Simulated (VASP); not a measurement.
Wanted: the native input for a VASP 6.6.1 run.

```
Task                   : electric field gradients
Functional             : PBE
Potentials or basis    : VASP PAW PBE potentials, release 64 (Ca_sv, S)
Cutoff                 : 400 eV
k mesh                 : 7 × 7 × 7
Occupations            : fermi-dirac, width 0.01 eV
Spin                   : no spin polarisation
Dipole correction      : no
Further INCAR settings : ALGO = Normal; EDIFF = 1e-08; NBANDS = 15
```

The structure of CaS lies in POSCAR:

```
CaS
1.0
    0.0284300000      2.8430000000      2.8430000000
    2.8430000000      0.0284300000      2.8430000000
    2.8714300000      2.8714300000      0.0000000000
Ca S
1 1
Direct
    0.0000000000      0.0000000000      0.0000000000
    0.5000000000      0.5000000000      0.5000000000
```

This cell differs from its parent crystal: xy shear strain of +2 %.

One way to write it, as run:

INCAR

```
  PREC = Accurate
  ENCUT = 400
  EDIFF = 1E-8
  ISMEAR = -1
  SIGMA = 0.01
  LREAL = F
  LASPH = T
  NELM = 120
  ALGO = Normal
  ISIF = 2
  LWAVE = F
  LCHARG = F
  GGA = PE
  LEFG = T
  NBANDS = 15
  GGA_COMPAT = F
```

KPOINTS

```
Automatic mesh
0
Gamma
  7 7 7
```

Potentials or basis: VASP PAW PBE potentials, release 64 (Ca_sv, S).

The run is started by

```console
$ cat potpaw_PBE.64/Ca_sv/POTCAR potpaw_PBE.64/S/POTCAR > POTCAR
$ mpirun -np 1 vasp_std > vasp.out
```

It gave:

- Pressure: 1.0 GPa
- Band gap on the k mesh: 2.36 eV (least direct gap 3.13 eV)
- Largest electric field gradient by atom: Ca +1.3; S -2.7 V/Å²

Caveat: the cell differs from its parent crystal (xy shear strain of +2 %); without QUAD_EFG the Cq values of the log hold for a quadrupole moment of 1 mb, not for the nuclei; an odd mesh through Γ misses points on the zone boundary, where band edges can lie.

Wall time 54 s on 1 thread of Intel(R) Xeon(R) Platinum 8259CL CPU @ 2.50GHz (Skylake/Cascade Lake), on a shared host, peak memory 0.16 GiB.
